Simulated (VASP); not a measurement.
A run of VASP 6.6.1 is set up as follows.

The input INCAR:

```
PREC     = Accurate       # precision mode
ENCUT    = 520            # plane-wave cutoff, eV
EDIFF    = 1E-6           # SCF threshold, eV
ISMEAR   = -1             # smearing method
SIGMA    = 0.05           # smearing width, eV
LREAL    = F              # projectors in reciprocal space
LASPH    = T              # aspherical terms in the spheres
NELM     = 80             # most SCF steps
ALGO     = Normal         # electronic algorithm
ISIF     = 2              # what is computed and relaxed
LWAVE    = F              # write WAVECAR
LCHARG   = T              # write CHGCAR
GGA      = PE             # functional
LELF     = T              # ELF
LVHAR    = T            
NBANDS   = 21             # bands
```

File KPOINTS:

```
regular mesh
0
Gamma
  8 8 8
```

File POSCAR:

```
Pb
1.0
    0.0343900006      3.4561950558      3.4561950558
    3.4561950558      0.0343900006      3.4561950558
    3.4561950558      3.4561950558      0.0343900006
Pb
2
Direct
    0.0000000000      0.0000000000      0.0000000000
    0.2500000000      0.2500000000      0.2500000000
```

Potentials or basis: VASP PAW PBE potentials, release 64 (Pb_d).

Run with:

```console
$ cat potpaw_PBE.64/Pb_d/POTCAR > POTCAR
$ mpirun -np 1 vasp_std > vasp.out
```

Task: Predict the largest force.

Result: 0.126 eV/Å.

Task: What does it give for the band gap on the k mesh?

Result: Zero (bands 14 and 15 overlap by 1.16 eV).

Forces on the atoms (eV/Å):
```
Pb   0.073  0.073  0.073
Pb  -0.073 -0.073 -0.073
```

Caveat: the cell differs from its parent crystal (equal xy, yz and zx shear strains of +1 %); spin-orbit coupling is left out, which moves the levels of the heavy elements.
